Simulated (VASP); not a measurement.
CdTe: single point with PBE

CdTe:

```
Cd Te
1.0
     0.00000    3.10885    3.15693
     3.10885    0.00000    3.15693
     3.10885    3.10885    0.00000
Cd Te
1 1
Direct
  0.00000 0.00000 0.00000
  0.75000 0.75000 0.75000
```

This cell differs from its parent crystal: strain -0.030 along x and y, -0.015 along z.

- Program: VASP 6.6.1
- Task: single point
- Functional: PBE
- Potentials or basis: VASP PAW PBE potentials, release 64 (Cd, Te)
- Cutoff: 520 eV
- k mesh: 8 × 8 × 8
- Occupations: gaussian, width 0.05 eV
- Spin: no spin polarisation

- Pressure: 9.3 GPa
- Band gap on the k mesh: 1.09 eV, direct

Stress tensor (GPa, compression positive):
```
9.36 0.00 0.00
0.00 9.36 0.00
0.00 0.00 9.22
```

Levels at points of the mesh, in eV from the valence-band top:
| k point | band 6 | band 7 | band 8 | band 9 | band 10 | band 11 | band 12 | band 13 |
| --- | --- | --- | --- | --- | --- | --- | --- | --- |
| (0.00, 0.00, 0.00) | -8.40 | -0.06 | 0.00 | 0.00 | 1.09 | 4.48 | 4.48 | 4.48 |
| (0.50, 0.00, 0.00) | -7.95 | -5.12 | -1.01 | -0.93 | 1.90 | 5.05 | 5.15 | 7.07 |
| (0.50, 0.50, 0.00) | -7.79 | -4.95 | -2.24 | -2.24 | 2.37 | 2.67 | 9.37 | 9.67 |
| (0.50, 0.00, 0.50) | -7.76 | -4.86 | -2.33 | -2.30 | 2.30 | 2.54 | 9.49 | 9.60 |

It took 44 s on 1 thread of Intel(R) Xeon(R) Platinum 8259CL CPU @ 2.50GHz (Skylake/Cascade Lake), with other jobs on the host, peak memory 0.24 GiB.

Caveat: the cell differs from its parent crystal (strain -0.030 along x and y, -0.015 along z); spin-orbit coupling is left out, which moves the levels of the heavy elements.
